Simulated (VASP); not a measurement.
A run of VASP 6.6.1:

The input POSCAR:

```
CO
1.0
    2.9037463942      0.0000000000      0.0000000000
    0.0000000000      2.9037463942      0.0000000000
    0.0000000000      0.0000000000      2.9037463942
C O
1 1
Direct
    0.0000000000      0.0000000000      0.0000000000
    0.5000000000      0.5000000000      0.5000000000
```

INCAR.step1

```
PREC = Accurate ; ENCUT = 520
ISMEAR = 0 ; SIGMA = 0.1
LREAL = False ; LASPH = True
NELM = 60 ; NBANDS = 12
GGA = PE ; ALGO = Normal
EDIFF = 1E-4 ; LWAVE = True
LCHARG = False
```

File INCAR.step2:

```
PREC = Accurate ; ENCUT = 520
EDIFF = 1E-6 ; ISMEAR = 0
SIGMA = 0.1 ; LREAL = False
LASPH = True ; NELM = 60
ALGO = Normal ; ISIF = 2
LWAVE = False ; LCHARG = False
METAGGA = R2SCAN ; LMIXTAU = True
NBANDS = 12 ; ISTART = 1
```

The input KPOINTS:

```
Automatic mesh
0
Gamma
  6 6 6
```

Potentials or basis: VASP PAW PBE potentials, release 64 (C, O).

The run is started by

```console
$ cat potpaw_PBE.64/C/POTCAR potpaw_PBE.64/O/POTCAR > POTCAR
$ cp INCAR.step1 INCAR
$ mpirun -np 1 vasp_std > vasp.out
$ cp INCAR.step2 INCAR
$ mpirun -np 1 vasp_std > vasp.out
```

Hardware: 1 thread of Intel(R) Xeon(R) Platinum 8259CL CPU @ 2.50GHz (Skylake/Cascade Lake) (shared host).

**Question.** Estimate the wall time of this run.

**Answer.** Run time: 18 s on 1 thread of Intel(R) Xeon(R) Platinum 8259CL CPU @ 2.50GHz (Skylake/Cascade Lake), with other jobs on the host, peak memory 0.13 GiB. Counts: k points 20.
